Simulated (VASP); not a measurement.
# BN (e600) (P6_3mc) in VASP: further runs

Runs on BN (e600). Level: PBEsol. Tasks: relaxation of the atoms.

Everything below comes from runs of VASP 6.6.1. Logs are shortened: lines on timing, memory, paths and dates and some standing lists are left out, and cuts for length are marked.

## Step 1: The cell of the first run

The structure is hexagonal, space group P6_3mc (No. 186). The conventional cell has a = 2.502 Å, b = 2.502 Å, c = 4.210 Å, α = 90.00°, β = 90.00°, γ = 120.00°. B (site symmetry 3m) has 4 N at 1.54 to 1.57 Å within 2.1 Å. N (site symmetry 3m) has 4 B at 1.54 to 1.57 Å within 2.1 Å.

## Step 2: Relaxation of the atoms, PBEsol (strained cell)

INCAR reads:

```
SYSTEM = BN
PREC = Accurate
ENCUT = 520
EDIFF = 1E-6
ISMEAR = 0
SIGMA = 0.02
LREAL = .False.
LASPH = .True.
NELM = 80
ALGO = Normal
ISIF = 2
LWAVE = .False.
LCHARG = .False.
GGA = PS
IBRION = 2
NSW = 60
EDIFFG = -0.002
```

KPOINTS reads:

```
Automatic mesh
0
Gamma
  9 9 6
  0 0 0
```

POSCAR reads:

```
BN
1.0
    2.5024521521      0.0000000000      0.0000000000
   -1.2512260760      2.1671871355      0.0000000000
    0.0000000000      0.0000000000      4.2103583686
B N
2 2
Direct
    0.3333333333      0.6666666667      0.0000751913
    0.6666666667      0.3333333333      0.5000751913
    0.3333333333      0.6666666667      0.3739248087
    0.6666666667      0.3333333333      0.8739248087
```

Potentials or basis: VASP PAW PBE potentials, release 64 (B, N).

Started as:

```
cat potpaw_PBE.64/B/POTCAR potpaw_PBE.64/N/POTCAR > POTCAR
mpirun -np 1 vasp_std > vasp.out
```

OUTCAR:

```text
SYSTEM = BN
   PREC = Accurate
   ENCUT = 520
   EDIFF = 1E-6
   ISMEAR = 0
   LREAL = .False.
   LASPH = .True.
   NELM = 80
   ISIF = 2
   GGA = PS
   IBRION = 2
   NSW = 60
   EDIFFG = -0.002

 ion  position               nearest neighbor table
   1  0.333  0.667  0.000-   4 1.54   4 1.54   4 1.54   3 1.57
   2  0.667  0.333  0.500-   3 1.54   3 1.54   3 1.54   4 1.57
   3  0.333  0.667  0.374-   2 1.54   2 1.54   2 1.54   1 1.57
   4  0.667  0.333  0.874-   1 1.54   1 1.54   1 1.54   2 1.57

  LATTYP: Found a hexagonal cell.
 ALAT       =     2.5024521521
 C/A-ratio  =     1.6824930559

  Lattice vectors:

 A1 = (   2.5024521521,   0.0000000000,   0.0000000000)
 A2 = (  -1.2512260760,   2.1671871355,   0.0000000000)
 A3 = (   0.0000000000,   0.0000000000,   4.2103583686)

Analysis of symmetry for initial positions (statically):
=====================================================================
 Subroutine PRICEL returns:
 Original cell was already a primitive cell.

 Routine SETGRP: Setting up the symmetry group for a
 hexagonal supercell.

 Subroutine GETGRP returns: Found 12 space group operations
 (whereof  6 operations were pure point group operations)
 out of a pool of 24 trial point group operations.

The static configuration has the point symmetry C_3v.
 The point group associated with its full space group is C_6v.

Analysis of symmetry for dynamics (positions and initial velocities):
=====================================================================
 Subroutine PRICEL returns:
 Original cell was already a primitive cell.

 Routine SETGRP: Setting up the symmetry group for a
 hexagonal supercell.

 Subroutine GETGRP returns: Found 12 space group operations
 (whereof  6 operations were pure point group operations)
 out of a pool of 24 trial point group operations.

The dynamic configuration has the point symmetry C_3v.
 The point group associated with its full space group is C_6v.

 Subroutine INISYM returns: Found 12 space group operations
 (whereof  6 operations are pure point group operations),
 and found     1 'primitive' translations

----------------------------------------------------------------------------------------

                                     Primitive cell

  volume of cell :      22.8340

  direct lattice vectors                    reciprocal lattice vectors
     2.502452152  0.000000000  0.000000000     0.399608040  0.230713810  0.000000000
    -1.251226076  2.167187135  0.000000000     0.000000000  0.461427619  0.000000000
     0.000000000  0.000000000  4.210358369     0.000000000  0.000000000  0.237509474

  length of vectors
     2.502452152  2.502452152  4.210358369     0.461427619  0.461427619  0.237509474

  position of ions in fractional coordinates (direct lattice)
     0.333333333  0.666666667  0.000075191
     0.666666667  0.333333333  0.500075191
     0.333333333  0.666666667  0.373924809
     0.666666667  0.333333333  0.873924809

  ion indices of the primitive-cell ions
   primitive index   ion index
                 1           1
                 2           2
                 3           3
                 4           4

----------------------------------------------------------------------------------------

 KPOINTS: Automatic mesh

Automatic generation of k-mesh.
 Grid dimensions read from file:
 generate k-points for:    9    9    6

 Generating k-lattice:

  Cartesian coordinates                     Fractional coordinates (reciprocal lattice)
     0.044400893  0.025634868  0.000000000     0.111111111 -0.000000000  0.000000000
     0.000000000  0.051269735  0.000000000     0.000000000  0.111111111  0.000000000
     0.000000000  0.000000000  0.039584912     0.000000000  0.000000000  0.166666667

  Length of vectors
     0.051269735  0.051269735  0.039584912

  Shift w.r.t. Gamma in fractional coordinates (k-lattice)
     0.000000000  0.000000000  0.000000000

 Subroutine IBZKPT returns following result:
 ===========================================

 Found     48 irreducible k-points:

 Following reciprocal coordinates:
            Coordinates               Weight
  0.000000  0.000000  0.000000      1.000000
  0.111111 -0.000000  0.000000      6.000000
  0.222222  0.000000  0.000000      6.000000
  0.333333 -0.000000  0.000000      6.000000
  0.444444  0.000000  0.000000      6.000000
  0.111111  0.111111  0.000000      6.000000
[... 16 lines left out ...]
  0.333333  0.222222  0.166667     24.000000
  0.333333  0.333333  0.166667      4.000000
 [... further k-points ...]
   k-points           NKPTS =     48   k-points in BZ     NKDIM =     48   number of bands    NBANDS=     12
   number of dos      NEDOS =    301   number of ions     NIONS =      4
   total plane-waves  NPLWV =  12800
   dimension x,y,z NGX =    20 NGY =   20 NGZ =   32
   dimension x,y,z NGXF=    40 NGYF=   40 NGZF=   64
   ions per type =               2   2
   NGX,Y,Z   is equivalent  to a cutoff of  13.29, 13.29, 12.64 a.u.
   NGXF,Y,Z  is equivalent  to a cutoff of  26.57, 26.57, 25.27 a.u.
 SYSTEM =  BN
   PREC   = accura    normal or accurate (medium, high low for compatibility)
   ISTART =      0    job   : 0-new  1-cont  2-samecut
   ICHARG =      2    charge: 1-file 2-atom 10-const
   ISPIN  =      1    spin polarized calculation?
   LNONCOLLINEAR =      F non collinear calculations
   LSORBIT =      F    spin-orbit coupling
   LASPH  =      T    aspherical Exc in radial PAW
   ENCUT  =  520.0 eV  38.22 Ry    6.18 a.u.   4.65  4.65  7.83*2*pi/ulx,y,z
   NELM   =     80;   NELMIN=  2; NELMDL= -5     # of ELM steps
   EDIFF  = 0.1E-05   stopping-criterion for ELM
   LREAL  =      F    real-space projection
   EDIFFG = -.2E-02   stopping-criterion for IOM
   NSW    =     60    number of steps for IOM
   IBRION =      2    ionic relax: 0-MD 1-quasi-New 2-CG
   NFREE  =      1    steps in history (QN), initial steepest desc. (CG)
   ISIF   =      2    stress and relaxation
   ISYM   =      2    0-nonsym 1-usesym 2-fastsym
   POTIM  = 0.5000    time-step for ionic-motion
   TEBEG  =    0.0;   TEEND  =   0.0 temperature during run
   PSTRESS=    0.0 pullay stress
   NELECT =      16.0000    total number of electrons
   NUPDOWN=      -1.0000    fix difference up-down
   EMIN   =  10.00;   EMAX   =-10.00  energy-range for DOS
   EFERMI =   0.00;   METHOD = LEGACY
   ISMEAR =     0;   SIGMA  =   0.02  broadening in eV -4-tet -1-fermi 0-gaus
   EFERMI_NEDOS =   21; number of points for ismear=-14 and -15
   IALGO  =     38    algorithm
   IMIX   =      4    mixing-type and parameters
     AMIX     =   0.40;   BMIX     =  1.00
     AMIX_MAG =   1.60;   BMIX_MAG =  1.00
  volume/ion in A,a.u.               =       5.71        38.52
  Fermi-wavevector in a.u.,A,eV,Ry     =   1.454078  2.747809 28.767385  2.114343
  Thomas-Fermi vector in A             =   2.571270
   LORBIT       =      0    0 simple, 1 ext, 2 COOP (PROOUT), +10 PAW based schemes
   GGA     = PS    functional components
   LHFCALC =     F    Hartree Fock is set to
   AEXX    =    0.0000 exact exchange contribution
   IVDW    =     0    specifies the selected vdW correction
   LEPSILON=     F    determine dielectric tensor
   LRPA    =     F    only Hartree local field effects (RPA)
 conjugate gradient relaxation of ions
 non-spin polarized calculation
 Gauss-broadening in eV      SIGMA  =   0.02
  energy-cutoff  :      520.00
  volume of cell :       22.83
 maximum number of plane-waves:       628
 NGX is ok and might be reduce to    20
   NGX =  9   NGY =  9   NGZ = 15

--------------------------------------- Ionic step        1  -------------------------------------------

 number of electron      15.9999997 magnetization

 Free energy of the ion-electron system (eV)
  ---------------------------------------------------
  ext. energy  EPLUGINS =         0.00000000
  ---------------------------------------------------
  free energy    TOTEN  =       -36.58368316 eV

  energy without entropy =      -36.58368316  energy(sigma->0) =      -36.58368316

------------------------ aborting loop because EDIFF is reached ----------------------------------------

  FORCE on cell =-STRESS in cart. coord.  units (eV):
  Direction    XX          YY          ZZ          XY          YZ          ZX
  --------------------------------------------------------------------------------------
  -------------------------------------------------------------------------------------
  Total        2.6190076      2.6190076      0.1029751      0.0000000      0.0000000      0.0000000
  in kB      183.7663923    183.7663923      7.2253962      0.0000000      0.0000000      0.0000000
  external PRESSURE =     124.9193936 kB  Pullay stress =       0.0000000 kB

 VOLUME and BASIS-vectors are now :
 -----------------------------------------------------------------------------
  energy-cutoff  :      520.00
  volume of cell :       22.83
      direct lattice vectors                 reciprocal lattice vectors
     2.502452152  0.000000000  0.000000000     0.399608040  0.230713810  0.000000000
    -1.251226076  2.167187135  0.000000000     0.000000000  0.461427619  0.000000000
     0.000000000  0.000000000  4.210358369     0.000000000  0.000000000  0.237509474
[... 39 lines left out ...]
 POSITION                                       TOTAL-FORCE (eV/Angst)
 -----------------------------------------------------------------------------------
     -0.00000      1.44479      0.00080        -0.000000      0.000000     -0.013639
      1.25123      0.72240      2.10598         0.000000      0.000000     -0.013639
     -0.00000      1.44479      1.57387        -0.000000      0.000000      0.013639
      1.25123      0.72240      3.67905         0.000000     -0.000000      0.013639
 -----------------------------------------------------------------------------------
    total drift:                               -0.000000      0.000000     -0.000262

  FREE ENERGIE OF THE ION-ELECTRON SYSTEM (eV)
  ---------------------------------------------------
  free  energy   TOTEN  =       -36.5836792227 eV

  energy  without entropy=      -36.5836792227  energy(sigma->0) =      -36.58367922

--------------------------------------- Ionic step        3  -------------------------------------------

 number of electron      15.9999997 magnetization

 Free energy of the ion-electron system (eV)
  ---------------------------------------------------
  ext. energy  EPLUGINS =         0.00000000
  ---------------------------------------------------
  free energy    TOTEN  =       -36.58368713 eV

  energy without entropy =      -36.58368713  energy(sigma->0) =      -36.58368713

 E-fermi :   8.1319     XC(G=0): -13.1758

 val. band max:        7.9915464280   @ k =   0.0000   0.0000   0.0000
 cond. band min:      12.7746047250   @ k =   0.3333   0.3333   0.0000
 fundamental gap:      4.7830582969
 Fermi energy:         8.1318983732

 k-point     1 :       0.0000    0.0000    0.0000
  band No.  band energies     occupation
      1     -12.8782      2.00000
      2      -8.6680      2.00000
      3      -3.4355      2.00000
      4       5.8996      2.00000
      5       5.8996      2.00000
      6       7.5778      2.00000
      7       7.9915      2.00000
      8       7.9915      2.00000
      9      16.1686      0.00000
     10      16.5719      0.00000
     11      16.5719      0.00000
     12      18.2188      0.00000

 k-point     2 :       0.1111   -0.0000    0.0000
  band No.  band energies     occupation
      1     -12.5976      2.00000
      2      -8.4472      2.00000
      3      -3.1572      2.00000
      4       4.6754      2.00000
      5       5.3908      2.00000
      6       6.9784      2.00000
      7       7.3232      2.00000
      8       7.6899      2.00000
      9      16.0049      0.00000
     10      16.7489      0.00000
     11      17.1128      0.00000
     12      19.0012      0.00000
[... 316 lines left out ...]
 k-point    24 :       0.3333    0.3333    0.1667
  band No.  band energies     occupation
      1      -7.2105      2.00000
      2      -7.2105      2.00000
      3      -1.5221      2.00000
      4      -0.0776      2.00000
      5      -0.0776      2.00000
      6       1.7169      2.00000
      7       3.1199      2.00000
      8       3.1199      2.00000
      9      13.5237      0.00000
     10      19.8810      0.00000
     11      19.8810      0.00000
     12      21.6004      0.00000

 [... further k-points ...]
[... 5 lines left out ...]
  --------------------------------------------------------------------------------------
  -------------------------------------------------------------------------------------
  Total        2.6170654      2.6170654      0.1066025      0.0000000      0.0000000      0.0000000
  in kB      183.6301125    183.6301125      7.4799126      0.0000000      0.0000000      0.0000000
  external PRESSURE =     124.9133792 kB  Pullay stress =       0.0000000 kB

 VOLUME and BASIS-vectors are now :
 -----------------------------------------------------------------------------
  energy-cutoff  :      520.00
  volume of cell :       22.83
      direct lattice vectors                 reciprocal lattice vectors
     2.502452152  0.000000000  0.000000000     0.399608040  0.230713810  0.000000000
    -1.251226076  2.167187135  0.000000000     0.000000000  0.461427619  0.000000000
     0.000000000  0.000000000  4.210358369     0.000000000  0.000000000  0.237509474

 POSITION                                       TOTAL-FORCE (eV/Angst)
 -----------------------------------------------------------------------------------
     -0.00000      1.44479      0.00052         0.000000      0.000000     -0.000455
      1.25123      0.72240      2.10570        -0.000000      0.000000     -0.000455
     -0.00000      1.44479      1.57415        -0.000000     -0.000000      0.000455
      1.25123      0.72240      3.67933         0.000000      0.000000      0.000455
 -----------------------------------------------------------------------------------
    total drift:                               -0.000000      0.000000      0.000026

  FREE ENERGIE OF THE ION-ELECTRON SYSTEM (eV)
  ---------------------------------------------------
  free  energy   TOTEN  =       -36.5836871263 eV

  energy  without entropy=      -36.5836871263  energy(sigma->0) =      -36.58368713

 reached required accuracy - stopping structural energy minimisation
```

Wall time 18 s (1 thread of Intel Xeon Platinum 8259CL at 2.50GHz (Skylake/Cascade Lake), shared host); peak memory 0.13 GiB.

What came out:

```yaml
Free_energy: -36.5837 eV
Energy_gained_by_relaxing: 0.0 meV/atom
Ionic_steps: 3
Pressure_after_relaxing: 12.5 GPa
Band_gap_on_the_k_mesh: 4.78 eV, indirect (least direct gap 8.18 eV)
```

Final structure:
```cif
data_structure
_symmetry_space_group_name_H-M 'P 1'
_symmetry_Int_Tables_number 1
_cell_length_a 2.5025
_cell_length_b 2.5025
_cell_length_c 4.2104
_cell_angle_alpha 90.000
_cell_angle_beta 90.000
_cell_angle_gamma 120.000
_cell_volume 22.83
loop_
_atom_site_label
_atom_site_type_symbol
_atom_site_fract_x
_atom_site_fract_y
_atom_site_fract_z
_atom_site_occupancy
B1 B 0.33333 0.66667 0.00012 1
B2 B 0.66667 0.33333 0.50012 1
N1 N 0.33333 0.66667 0.37388 1
N2 N 0.66667 0.33333 0.87388 1
```

Levels at points of the mesh, in eV from the valence-band top:
| k point | band 6 | band 7 | band 8 | band 9 | band 10 | band 11 |
| --- | --- | --- | --- | --- | --- | --- |
| (0.00, 0.00, 0.00) | -0.41 | 0.00 | 0.00 | 8.18 | 8.58 | 8.58 |
| (0.00, 0.00, 0.50) | -1.16 | -1.16 | -1.16 | 9.94 | 9.94 | 10.14 |

Caveat: the cell differs from its parent crystal (strained cell); the PAW data sets were made with another functional, which shifts forces and pressure a little. A k mesh can miss the band edges.

[end of part 1 of 2]
